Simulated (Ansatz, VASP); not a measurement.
# NbP in VASP and in Ansatz

The input INCAR:

```
  PREC = Accurate
  ENCUT = 520
  EDIFF = 1E-6
  ISMEAR = -1
  SIGMA = 0.05
  LREAL = False
  LASPH = True
  NELM = 60
  ALGO = Normal
  ISIF = 2
  LWAVE = False
  LCHARG = False
  LDIPOL = True
  IDIPOL = 3
  DIPOL = 0.5 0.5 0.500
  GGA = PE
  NBANDS = 46
```

KPOINTS

```
Automatic mesh
0
Gamma
  8 8 1
```

POSCAR

```
NbP
1.0
    3.3498465088      0.0000000000      0.0000000000
    0.0000000000      3.3498465088      0.0000000000
    0.0000000000      0.0000000000     24.5614931227
Nb P
4 4
Direct
    0.5000000000      0.5000000000      0.3053560287
    0.0000000000      0.5000000000      0.4222078046
    0.0000000000      0.0000000000      0.5390595804
    0.5000000000      0.0000000000      0.6559113562
    0.0000000000      0.0000000000      0.3440886391
    0.5000000000      0.0000000000      0.4609404196
    0.5000000000      0.5000000000      0.5777921908
    0.0000000000      0.5000000000      0.6946439713
```

Contents of input.yaml:

```yaml
crystal:
  lattice:
    - [3.3498465088, 0.0, 0.0]
    - [0.0, 3.3498465088, 0.0]
    - [0.0, 0.0, 24.5614931227]
  atoms:
    - { symbol: Nb, position: [0.5, 0.5, 0.3053560287] }
    - { symbol: P, position: [0.0, 0.0, 0.3440886391] }
    - { symbol: Nb, position: [0.0, 0.5, 0.4222078046] }
    - { symbol: P, position: [0.5, 0.0, 0.4609404196] }
    - { symbol: Nb, position: [0.0, 0.0, 0.5390595804] }
    - { symbol: P, position: [0.5, 0.5, 0.5777921908] }
    - { symbol: Nb, position: [0.5, 0.0, 0.6559113562] }
    - { symbol: P, position: [0.0, 0.5, 0.6946439713] }
hamiltonian:
  xc: pbe
  pseudopotentials: { kind: paw }
kpoints:
  mp_grid: { grid: [8, 8, 1] }
scf:
  occupations: { method: fermi_dirac, width: 0.05 }
output:
  forces: true
  eigenvalues: true
efield:
  axis: 3
  dipole_correction: true
  ramp_width: 0.04
```

Alike in both runs: task single point; functional PBE; k mesh 8 × 8 × 1; occupations fermi-dirac, width 0.05 eV; no spin polarisation.

|  | VASP | Ansatz |
| --- | --- | --- |
| version | VASP 6.6.1 | Ansatz 0.2.0 |
| potentials or method | VASP PAW PBE potentials, release 64 (Nb_sv, P) | Ansatz PAW |
| plane-wave cutoff (eV) | 520 | 420 |
| valence electrons in the cell | 72 | 72 |

|  | VASP | Ansatz | Ansatz less VASP |
| --- | --- | --- | --- |
| gap on the k mesh at the Fermi level (eV) | none | none | - |
| rms of the force components (eV/Å) | 0.293 | 0.290 | -0.0027 |

A gap of «none» marks a metal or a gap that the smearing closes.
